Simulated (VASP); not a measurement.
Set up this calculation in VASP 6.6.1, as the native input.

```yaml
Task: relaxation of cell and atoms
Functional: PBEsol
Potentials_or_basis: VASP PAW PBE potentials, release 64 (Ti_sv, O)
Cutoff: 600 eV
k_mesh: 10 × 10 × 10
Occupations: gaussian, width 0.02 eV
Spin: no spin polarisation
Dipole_correction: no
Further_INCAR_settings: ALGO = Normal; EDIFF = 1e-06; IBRION = 2; EDIFFG = -0.005; NSW = 70; ISIF = 3
```

The structure of TiO2 (Anatase) lies in POSCAR:

```
TiO2
1.0
   -1.8996082674      1.8996082674      4.8485069703
    1.8996082674     -1.8996082674      4.8485069703
    1.8996082674      1.8996082674     -4.8485069703
Ti O
2 4
Direct
    0.0000000000      0.0000000000      0.0000000000
    0.7500000000      0.2500000000      0.5000000000
    0.2064947456      0.2064947456      0.0000000000
    0.9564947456      0.4564947456      0.5000000000
    0.5435052544      0.0435052544      0.5000000000
    0.7935052544      0.7935052544      0.0000000000
```

The input as run:

INCAR

```
ALGO = Normal
EDIFF = 1E-6
EDIFFG = -0.005
ENCUT = 600
GGA = PS
IBRION = 2
ISIF = 3
ISMEAR = 0
LASPH = T
LCHARG = F
LREAL = F
LWAVE = F
NELM = 100
NSW = 70
PREC = Accurate
SIGMA = 0.02
```

KPOINTS

```
k-points
0
Gamma
  10 10 10
```

Potentials or basis: VASP PAW PBE potentials, release 64 (Ti_sv, O).

Run with:

```console
$ cat potpaw_PBE.64/Ti_sv/POTCAR potpaw_PBE.64/O/POTCAR > POTCAR
$ mpirun -np 1 vasp_std > vasp.out
```

It gave:

The relaxed volume is 11.33 Å³/atom, the relaxed cell is a = 5.473 Å, b = 5.473 Å, c = 5.473 Å, α = 139.69°, β = 139.69°, γ = 58.33° and the space group after relaxing (to 0.05 Å) is I4_1/amd (No. 141). The energy gained by relaxing is 5.5 meV/atom. The ionic steps are 20. The pressure after relaxing is 0.0 GPa and the band gap on the k mesh is 2.09 eV, indirect (least direct gap 2.42 eV).

Caveat: the PAW data sets were made with another functional, which shifts forces and pressure a little.

Run time: 49 min on 1 thread of AMD EPYC 9R45 96-Core Processor (Zen 5), with other jobs on the host, peak memory 0.44 GiB.
